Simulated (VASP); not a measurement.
# Sb: single point with PBE

The system is Sb.

```
Sb
1.0
     3.35453    0.00000    0.00000
    -1.67727    2.90511    0.00000
     0.00000    0.00000    5.47016
Sb
2
Direct
  0.67819 0.33447 0.75155
  0.32096 0.66257 0.25561
```

```json
{
 "Program": "VASP 6.6.1",
 "Task": "single point",
 "Functional": "PBE",
 "Potentials or basis": "VASP PAW PBE potentials, release 64 (Sb)",
 "Cutoff": "520 eV",
 "k mesh": "7 × 7 × 4",
 "Occupations": "methfessel-paxton, width 0.05 eV",
 "Spin": "no spin polarisation",
 "Dipole correction": "no",
 "Further INCAR settings": "ALGO = Normal; EDIFF = 1e-06; NBANDS = 12"
}
```

| Quantity | Value |
| --- | --- |
| Pressure | 1.7 GPa |
| Largest force | 0.090 eV/Å |
| Band gap on the k mesh | zero (band 5 reaches 13.02 eV, above the bottom of band 6 at 6.02 eV) |

Forces on the atoms (eV/Å):
```
Sb   0.071  0.031  0.047
Sb  -0.071 -0.031 -0.047
```

Stress tensor (GPa, compression positive):
```
2.13 0.19 0.00
0.19 1.99 0.01
0.00 0.01 0.89
```

Levels at points of the mesh, in eV from the Fermi level:
| k point | band 1 | band 2 | band 3 | band 4 | band 5 | band 6 | band 7 | band 8 | band 9 | band 10 |
| --- | --- | --- | --- | --- | --- | --- | --- | --- | --- | --- |
| (0.00, 0.00, 0.00) | -12.88 | -9.05 | -5.76 | 3.63 | 3.84 | 5.25 | 5.50 | 5.62 | 7.85 | 9.07 |
| (0.00, 0.00, 0.50) | -11.70 | -11.58 | -0.73 | -0.62 | 4.49 | 4.54 | 4.56 | 4.60 | 8.71 | 8.84 |

It took 24 s on 1 thread of Intel(R) Xeon(R) 6975P-C (Granite Rapids), with other jobs on the host, peak memory 0.2 GiB.

Caveat: spin-orbit coupling is left out, which moves the levels of the heavy elements.
